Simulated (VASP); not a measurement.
# Al4In (I-43m) in VASP: a series of runs

Al4In is run at these levels: PBE; tasks: single point, relaxation of cell and atoms.

Everything below comes from runs of VASP 6.6.1. Logs are shortened: lines on timing, memory, paths and dates and some standing lists are left out, and cuts for length are marked.

### Step 1. The cell of the first run

It takes space group I-43m (No. 217, cubic). The conventional cell has a = 6.049 Å, b = 6.049 Å, c = 6.049 Å, α = 90.00°, β = 90.00°, γ = 90.00°. Within 2.4 Å of Al (site symmetry 3m) lie 1 In at 1.83 Å. Within 2.4 Å of In (site symmetry -43m) lie 4 Al at 1.83 Å.

### Step 2. Single point, PBE

File INCAR:

```
SYSTEM = Al4In
  PREC = Accurate
  ENCUT = 520
  EDIFF = 1E-7
  ISMEAR = 0
  SIGMA = 0.1
  LREAL = .False.
  LASPH = .True.
  NELM = 100
  ALGO = Normal
  ISIF = 2
  LWAVE = .False.
  LCHARG = .True.
  GGA = PE
  LELF = .True.
  LVHAR = .True.
  NBANDS = 20
```

File KPOINTS:

```
Automatic mesh
0
Gamma
  4 4 4
  0 0 0
```

File POSCAR:

```
Al4In
1.0
   -3.0242834000      3.0242834000      3.0242834000
    3.0242834000     -3.0242834000      3.0242834000
    3.0242834000      3.0242834000     -3.0242834000
Al In
4 1
Direct
    0.3495999900      0.3495999900      0.3495999900
    0.6504000100      0.0000000000      0.0000000000
    0.0000000000      0.0000000000      0.6504000100
    0.0000000000      0.6504000100      0.0000000000
    0.0000000000      0.0000000000      0.0000000000
```

Potentials or basis: VASP PAW PBE potentials, release 64 (Al, In_d).

On the command line:

```bash
$ cat potpaw_PBE.64/Al/POTCAR potpaw_PBE.64/In_d/POTCAR > POTCAR
$ mpirun -np 1 vasp_std > vasp.out
```

OUTCAR:

```text
SYSTEM = Al4In
   PREC = Accurate
   ENCUT = 520
   EDIFF = 1E-7
   ISMEAR = 0
   LREAL = .False.
   LASPH = .True.
   NELM = 100
   ISIF = 2
   GGA = PE

 ion  position               nearest neighbor table
   1  0.350  0.350  0.350-   5 1.83   4 2.99   2 2.99   3 2.99   3 3.29   4 3.29   3 3.29   4 3.29
                             2 3.29   2 3.29   5 3.41
   2  0.650  0.000  0.000-   5 1.83   1 2.99   4 2.99   3 2.99   4 3.29   3 3.29   1 3.29   1 3.29
                             3 3.29   4 3.29   5 3.41
   3  0.000  0.000  0.650-   5 1.83   2 2.99   4 2.99   1 2.99   4 3.29   2 3.29   1 3.29   2 3.29
                             4 3.29   1 3.29   5 3.41
   4  0.000  0.650  0.000-   5 1.83   1 2.99   3 2.99   2 2.99   2 3.29   3 3.29   1 3.29   2 3.29
                             3 3.29   1 3.29   5 3.41
   5  0.000  0.000  0.000-   1 1.83   2 1.83   3 1.83   4 1.83   4 3.41   3 3.41   2 3.41   1 3.41

 -----------------------------------------------------------------------------
|                                                                             |
|           W    W    AA    RRRRR   N    N  II  N    N   GGGG   !!!           |
|           W    W   A  A   R    R  NN   N  II  NN   N  G    G  !!!           |
|           W    W  A    A  R    R  N N  N  II  N N  N  G       !!!           |
|           W WW W  AAAAAA  RRRRR   N  N N  II  N  N N  G  GGG   !            |
|           WW  WW  A    A  R   R   N   NN  II  N   NN  G    G                |
|           W    W  A    A  R    R  N    N  II  N    N   GGGG   !!!           |
|                                                                             |
|     The distance between some ions is very small. Please check the          |
|     nearest-neighbor list in the OUTCAR file.                               |
|     I HOPE YOU KNOW WHAT YOU ARE DOING!                                     |
|                                                                             |
 -----------------------------------------------------------------------------

  LATTYP: Found a body centered cubic cell.
 ALAT       =     6.0485668000

  Lattice vectors:

 A1 = (  -3.0242834000,   3.0242834000,   3.0242834000)
 A2 = (   3.0242834000,  -3.0242834000,   3.0242834000)
 A3 = (   3.0242834000,   3.0242834000,  -3.0242834000)

Analysis of symmetry for initial positions (statically):
=====================================================================
 Subroutine PRICEL returns:
 Original cell was already a primitive cell.

 Routine SETGRP: Setting up the symmetry group for a
 body centered cubic supercell.

 Subroutine GETGRP returns: Found 24 space group operations
 (whereof 24 operations were pure point group operations)
 out of a pool of 48 trial point group operations.

The static configuration has the point symmetry T_d .

Analysis of symmetry for dynamics (positions and initial velocities):
=====================================================================
 Subroutine PRICEL returns:
 Original cell was already a primitive cell.

 Routine SETGRP: Setting up the symmetry group for a
 body centered cubic supercell.

 Subroutine GETGRP returns: Found 24 space group operations
 (whereof 24 operations were pure point group operations)
 out of a pool of 48 trial point group operations.

The dynamic configuration has the point symmetry T_d .

 Subroutine INISYM returns: Found 24 space group operations
 (whereof 24 operations are pure point group operations),
 and found     1 'primitive' translations

----------------------------------------------------------------------------------------

                                     Primitive cell

  volume of cell :     110.6439

  direct lattice vectors                    reciprocal lattice vectors
    -3.024283400  3.024283400  3.024283400     0.000000000  0.165328421  0.165328421
     3.024283400 -3.024283400  3.024283400     0.165328421  0.000000000  0.165328421
     3.024283400  3.024283400 -3.024283400     0.165328421  0.165328421  0.000000000

  length of vectors
     5.238212505  5.238212505  5.238212505     0.233809696  0.233809696  0.233809696

  position of ions in fractional coordinates (direct lattice)
     0.349599990  0.349599990  0.349599990
     0.650400010  0.000000000  0.000000000
     0.000000000  0.000000000  0.650400010
     0.000000000  0.650400010  0.000000000
     0.000000000  0.000000000  0.000000000

  ion indices of the primitive-cell ions
   primitive index   ion index
                 1           1
                 2           2
                 3           3
                 4           4
                 5           5

----------------------------------------------------------------------------------------

 KPOINTS: Automatic mesh

Automatic generation of k-mesh.
 Grid dimensions read from file:
 generate k-points for:    4    4    4

 Generating k-lattice:

  Cartesian coordinates                     Fractional coordinates (reciprocal lattice)
     0.000000000  0.041332105  0.041332105     0.250000000  0.000000000  0.000000000
     0.041332105  0.000000000  0.041332105     0.000000000  0.250000000  0.000000000
     0.041332105  0.041332105  0.000000000     0.000000000  0.000000000  0.250000000

  Length of vectors
     0.058452424  0.058452424  0.058452424

  Shift w.r.t. Gamma in fractional coordinates (k-lattice)
     0.000000000  0.000000000  0.000000000

 Subroutine IBZKPT returns following result:
 ===========================================

 Found      8 irreducible k-points:

 Following reciprocal coordinates:
            Coordinates               Weight
  0.000000  0.000000  0.000000      1.000000
  0.250000  0.000000  0.000000     12.000000
  0.500000  0.000000  0.000000      6.000000
  0.250000  0.250000  0.000000     24.000000
  0.250000  0.250000  0.250000      2.000000
 -0.250000  0.250000  0.250000      6.000000
  0.500000  0.500000  0.250000     12.000000
  0.500000  0.500000  0.500000      1.000000
   k-points           NKPTS =      8   k-points in BZ     NKDIM =      8   number of bands    NBANDS=     20
   number of dos      NEDOS =    301   number of ions     NIONS =      5
   total plane-waves  NPLWV =  64000
   dimension x,y,z NGX =    40 NGY =   40 NGZ =   40
   dimension x,y,z NGXF=    80 NGYF=   80 NGZF=   80
   ions per type =               4   1
   NGX,Y,Z   is equivalent  to a cutoff of  12.69, 12.69, 12.69 a.u.
   NGXF,Y,Z  is equivalent  to a cutoff of  25.39, 25.39, 25.39 a.u.
 SYSTEM =  Al4In
   PREC   = accura    normal or accurate (medium, high low for compatibility)
   ISTART =      0    job   : 0-new  1-cont  2-samecut
   ICHARG =      2    charge: 1-file 2-atom 10-const
   ISPIN  =      1    spin polarized calculation?
   LNONCOLLINEAR =      F non collinear calculations
   LSORBIT =      F    spin-orbit coupling
   LASPH  =      T    aspherical Exc in radial PAW
   ENCUT  =  520.0 eV  38.22 Ry    6.18 a.u.   9.74  9.74  9.74*2*pi/ulx,y,z
   NELM   =    100;   NELMIN=  2; NELMDL= -5     # of ELM steps
   EDIFF  = 0.1E-06   stopping-criterion for ELM
   LREAL  =      F    real-space projection
   EDIFFG = 0.1E-05   stopping-criterion for IOM
   NSW    =      0    number of steps for IOM
   IBRION =     -1    ionic relax: 0-MD 1-quasi-New 2-CG
   NFREE  =      0    steps in history (QN), initial steepest desc. (CG)
   ISIF   =      2    stress and relaxation
   ISYM   =      2    0-nonsym 1-usesym 2-fastsym
   POTIM  = 0.5000    time-step for ionic-motion
   TEBEG  =    0.0;   TEEND  =   0.0 temperature during run
   PSTRESS=    0.0 pullay stress
   NELECT =      25.0000    total number of electrons
   NUPDOWN=      -1.0000    fix difference up-down
   EMIN   =  10.00;   EMAX   =-10.00  energy-range for DOS
   EFERMI =   0.00;   METHOD = LEGACY
   ISMEAR =     0;   SIGMA  =   0.10  broadening in eV -4-tet -1-fermi 0-gaus
   EFERMI_NEDOS =   21; number of points for ismear=-14 and -15
   IALGO  =     38    algorithm
   IMIX   =      4    mixing-type and parameters
     AMIX     =   0.40;   BMIX     =  1.00
     AMIX_MAG =   1.60;   BMIX_MAG =  1.00
  volume/ion in A,a.u.               =      22.13       149.33
  Fermi-wavevector in a.u.,A,eV,Ry     =   0.997116  1.884276 13.527461  0.994240
  Thomas-Fermi vector in A             =   2.129250
   LORBIT       =      0    0 simple, 1 ext, 2 COOP (PROOUT), +10 PAW based schemes
   GGA     = PE    functional components
   LHFCALC =     F    Hartree Fock is set to
   AEXX    =    0.0000 exact exchange contribution
   IVDW    =     0    specifies the selected vdW correction
   LEPSILON=     F    determine dielectric tensor
   LRPA    =     F    only Hartree local field effects (RPA)
 non-spin polarized calculation
 Gauss-broadening in eV      SIGMA  =   0.10
  energy-cutoff  :      520.00
  volume of cell :      110.64
 maximum number of plane-waves:      3043
 NGX is ok and might be reduce to    40
   NGX = 19   NGY = 19   NGZ = 19

 number of electron      25.0000008 magnetization

 Free energy of the ion-electron system (eV)
  ---------------------------------------------------
  ext. energy  EPLUGINS =         0.00000000
  ---------------------------------------------------
  free energy    TOTEN  =         8.21866084 eV

  energy without entropy =        8.25068999  energy(sigma->0) =        8.23467542

 E-fermi :   6.0676     XC(G=0):  -9.1699

 val. band max:        5.7704565091   @ k =   0.2500   0.2500   0.2500
 cond. band min:       6.1014510103   @ k =   0.2500   0.2500   0.0000
 fundamental gap:      0.3309945012
 Fermi energy:         6.0675602332

 k-point     1 :       0.0000    0.0000    0.0000
  band No.  band energies     occupation
      1     -13.4097      2.00000
      2     -13.4097      2.00000
      3     -13.4096      2.00000
      4     -13.0726      2.00000
      5     -13.0726      2.00000
      6      -5.6533      2.00000
[... 12 lines left out ...]
     19      12.1253      0.00000
     20      12.1253      0.00000

 k-point     2 :       0.2500    0.0000    0.0000
  band No.  band energies     occupation
      1     -13.4099      2.00000
      2     -13.4068      2.00000
      3     -13.4034      2.00000
      4     -13.0728      2.00000
      5     -13.0725      2.00000
      6      -5.4011      2.00000
[... 12 lines left out ...]
     19      10.0384      0.00000
     20      10.4342      0.00000

 k-point     3 :       0.5000    0.0000    0.0000
  band No.  band energies     occupation
      1     -13.4101      2.00000
      2     -13.4040      2.00000
      3     -13.3972      2.00000
      4     -13.0732      2.00000
      5     -13.0724      2.00000
      6      -5.0816      2.00000
[... 12 lines left out ...]
     19      10.1546      0.00000
     20      10.7668      0.00000

 k-point     4 :       0.2500    0.2500    0.0000
  band No.  band energies     occupation
      1     -13.4083      2.00000
      2     -13.4038      2.00000
      3     -13.3992      2.00000
      4     -13.0730      2.00000
      5     -13.0726      2.00000
      6      -5.0900      2.00000
[... 12 lines left out ...]
     19      10.1641      0.00000
     20      11.2130      0.00000

 k-point     5 :       0.2500    0.2500    0.2500
  band No.  band energies     occupation
      1     -13.4039      2.00000
      2     -13.4039      2.00000
      3     -13.4039      2.00000
      4     -13.0724      2.00000
      5     -13.0724      2.00000
      6      -5.0149      2.00000
[... 12 lines left out ...]
     19       9.6714      0.00000
     20       9.6714      0.00000

 k-point     6 :      -0.2500    0.2500    0.2500
  band No.  band energies     occupation
      1     -13.4037      2.00000
      2     -13.4037      2.00000
      3     -13.4035      2.00000
      4     -13.0736      2.00000
      5     -13.0728      2.00000
      6      -5.1737      2.00000
[... 12 lines left out ...]
     19      10.9824      0.00000
     20      12.2295      0.00000

 k-point     7 :       0.5000    0.5000    0.2500
  band No.  band energies     occupation
      1     -13.4038      2.00000
      2     -13.4007      2.00000
      3     -13.3973      2.00000
      4     -13.0739      2.00000
      5     -13.0735      2.00000
      6      -4.8943      2.00000
[... 12 lines left out ...]
     19      11.3502      0.00000
     20      11.6583      0.00000

 k-point     8 :       0.5000    0.5000    0.5000
  band No.  band energies     occupation
      1     -13.3974      2.00000
      2     -13.3974      2.00000
      3     -13.3974      2.00000
      4     -13.0747      2.00000
      5     -13.0747      2.00000
      6      -4.6741      2.00000
[... 12 lines left out ...]
     19      10.9691      0.00000
     20      13.2821      0.00000

------------------------ aborting loop because EDIFF is reached ----------------------------------------

  FORCE on cell =-STRESS in cart. coord.  units (eV):
  Direction    XX          YY          ZZ          XY          YZ          ZX
  --------------------------------------------------------------------------------------
  -------------------------------------------------------------------------------------
  Total       47.5515657     47.5515657     47.5515657      0.0000000     -0.0000000      0.0000000
  in kB      688.5697753    688.5697753    688.5697753      0.0000000     -0.0000000      0.0000000
  external PRESSURE =     688.5697753 kB  Pullay stress =       0.0000000 kB

 VOLUME and BASIS-vectors are now :
 -----------------------------------------------------------------------------
  energy-cutoff  :      520.00
  volume of cell :      110.64
      direct lattice vectors                 reciprocal lattice vectors
    -3.024283400  3.024283400  3.024283400     0.000000000  0.165328421  0.165328421
     3.024283400 -3.024283400  3.024283400     0.165328421  0.000000000  0.165328421
     3.024283400  3.024283400 -3.024283400     0.165328421  0.165328421  0.000000000

 POSITION                                       TOTAL-FORCE (eV/Angst)
 -----------------------------------------------------------------------------------
      1.05729      1.05729      1.05729        12.004878     12.004878     12.004878
     -1.96699      1.96699      1.96699        12.004878    -12.004878    -12.004878
      1.96699      1.96699     -1.96699       -12.004878    -12.004878     12.004878
      1.96699     -1.96699      1.96699       -12.004878     12.004878    -12.004878
      0.00000      0.00000      0.00000         0.000000     -0.000000     -0.000000
 -----------------------------------------------------------------------------------
    total drift:                                0.000001      0.000001      0.000001

  FREE ENERGIE OF THE ION-ELECTRON SYSTEM (eV)
  ---------------------------------------------------
  free  energy   TOTEN  =         8.2186608388 eV

  energy  without entropy=        8.2506899945  energy(sigma->0) =        8.23467542
```

Wall time 50 s (1 thread of AMD EPYC 7R13, shared host); peak memory 0.2 GiB.

What came out:

| Quantity | Value |
| --- | --- |
| Free energy | 8.2187 eV |
| Pressure | 68.9 GPa |
| Largest force | 20.793 eV/Å |

Forces on the atoms (eV/Å):
```
Al   12.005  12.005  12.005
Al   12.005 -12.005 -12.005
Al  -12.005 -12.005  12.005
Al  -12.005  12.005 -12.005
In    0.000   0.000   0.000
```

Caveat: the k points lie up to 0.37 Å⁻¹ apart; spin-orbit coupling is left out, which moves the levels of the heavy elements; forces of over 1 eV/Å act on the atoms, so gaps and moduli don't describe the material at rest.

### Step 3. Relaxation of cell and atoms, PBE

File INCAR:

```
SYSTEM = Al4In
ALGO = Normal
EDIFF = 1E-6
EDIFFG = -0.04
ENCUT = 600
GGA = PE
IBRION = 2
ISIF = 3
ISMEAR = 0
LASPH = .True.
LCHARG = .False.
LREAL = .False.
LWAVE = .False.
NELM = 80
NSW = 90
PREC = Accurate
SIGMA = 0.1
```

File KPOINTS:

```
k-points
0
Gamma
  4 4 4
  0 0 0
```

POSCAR is that of step 2.

Potentials or basis: VASP PAW PBE potentials, release 64 (Al, In_d).

On the command line:

```bash
$ cat potpaw_PBE.64/Al/POTCAR potpaw_PBE.64/In_d/POTCAR > POTCAR
$ mpirun -np 1 vasp_std > vasp.out
```

OUTCAR:

```text
SYSTEM = Al4In
   EDIFF = 1E-6
   EDIFFG = -0.04
   ENCUT = 600
   GGA = PE
   IBRION = 2
   ISIF = 3
   ISMEAR = 0
   LASPH = .True.
   LREAL = .False.
   NELM = 80
   NSW = 90
   PREC = Accurate

 ion  position               nearest neighbor table
   1  0.350  0.350  0.350-   5 1.83   4 2.99   2 2.99   3 2.99   3 3.29   4 3.29   3 3.29   4 3.29
                             2 3.29   2 3.29   5 3.41
   2  0.650  0.000  0.000-   5 1.83   1 2.99   4 2.99   3 2.99   4 3.29   3 3.29   1 3.29   1 3.29
                             3 3.29   4 3.29   5 3.41
   3  0.000  0.000  0.650-   5 1.83   2 2.99   4 2.99   1 2.99   4 3.29   2 3.29   1 3.29   2 3.29
                             4 3.29   1 3.29   5 3.41
   4  0.000  0.650  0.000-   5 1.83   1 2.99   3 2.99   2 2.99   2 3.29   3 3.29   1 3.29   2 3.29
                             3 3.29   1 3.29   5 3.41
   5  0.000  0.000  0.000-   1 1.83   2 1.83   3 1.83   4 1.83   4 3.41   3 3.41   2 3.41   1 3.41

 -----------------------------------------------------------------------------
[... 768 lines left out ...]
      6       0.1165      2.00000
[... 8 lines left out ...]
     15      13.1821      0.00000
     16      13.1821      0.00000

[... ionic steps 4 to 19 ...]

--------------------------------------- Ionic step       20  -------------------------------------------

 number of electron      25.0000004 magnetization

------------------------ aborting loop because EDIFF is reached ----------------------------------------
[... 73 lines left out ...]
--------------------------------------- Ionic step       22  -------------------------------------------

 number of electron      25.0000004 magnetization

 Free energy of the ion-electron system (eV)
  ---------------------------------------------------
  ext. energy  EPLUGINS =         0.00000000
  ---------------------------------------------------
  free energy    TOTEN  =       -14.07617434 eV

  energy without entropy =      -14.04318974  energy(sigma->0) =      -14.05968204

 E-fermi :   4.9243     XC(G=0):  -9.0026

 val. band max:        4.7738390661   @ k =   0.2500   0.2500   0.0000
 cond. band min:       4.9319820076   @ k =   0.2500   0.0000   0.0000
 fundamental gap:      0.1581429415
 Fermi energy:         4.9242568160
[... 182 lines left out ...]
  FREE ENERGIE OF THE ION-ELECTRON SYSTEM (eV)
  ---------------------------------------------------
  free  energy   TOTEN  =       -14.0761743387 eV

  energy  without entropy=      -14.0431897449  energy(sigma->0) =      -14.05968204

 reached required accuracy - stopping structural energy minimisation
```

Run time: 13 min. Hardware: 1 thread of AMD EPYC 7R13, shared host; peak memory 0.24 GiB.

What came out:

| Item | Value |
| --- | --- |
| Free energy | -14.0762 eV |
| Relaxed volume | 24.54 Å³/atom |
| Relaxed cell | a = 5.422 Å, b = 5.422 Å, c = 5.422 Å, α = 109.47°, β = 109.47°, γ = 109.47° |
| Space group after relaxing (to 0.05 Å) | Im-3m (No. 229) |
| Energy gained by relaxing | 4458.7 meV/atom |
| Ionic steps | 22 |
| Pressure after relaxing | 0.0 GPa |

Step by step:
```tsv
step	energy change (eV)	largest force (eV/Å)	pressure (GPa)	volume (Å³)
1	0.0000	20.7923	68.87	110.64
2	-16.4109	0.2337	-3.15	343.58
3	-16.7105	0.1920	-3.39	326.65
4	-17.0301	0.1493	-3.69	310.44
5	-20.3475	0.2233	-5.07	193.70
6	-20.4183	2.0808	1.21	148.32
7	-20.7959	0.6589	-3.83	173.08
8	-20.8290	1.0645	-2.56	162.97
9	-20.8363	0.9783	-2.81	164.81
10	-21.1930	1.0494	-2.39	153.81
11	-22.0057	1.1013	0.64	123.77
12	-16.0459	3.2807	61.46	75.95
13	-21.8339	1.4577	2.21	120.57
14	-21.3216	0.6768	15.53	98.21
15	-21.8416	1.4476	3.86	115.66
16	-22.0707	0.8839	3.57	114.34
17	-22.1774	0.0819	3.94	112.55
18	-22.2611	0.0790	1.89	117.26
19	-22.2920	0.0755	0.21	122.08
20	-22.2924	0.0750	0.01	122.72
21	-22.2930	0.0561	0.01	122.72
22	-22.2937	0.0001	0.01	122.71
```

Final structure:
```xyz
5
Lattice="-3.1305 3.1305 3.1305 3.1305 -3.1305 3.1305 3.1305 3.1305 -3.1305" Properties=species:S:1:pos:R:3 pbc="T T T"
Al    1.5652    1.5652    1.5652
Al   -1.5652    1.5652    1.5652
Al    1.5652    1.5652   -1.5652
Al    4.6957    1.5652   -1.5652
In    0.0000    0.0000    0.0000
```

Caveat: the k points lie up to 0.35 Å⁻¹ apart in the final cell; the bands computed are all filled at some k points, so no gap is given; spin-orbit coupling is left out, which moves the levels of the heavy elements.
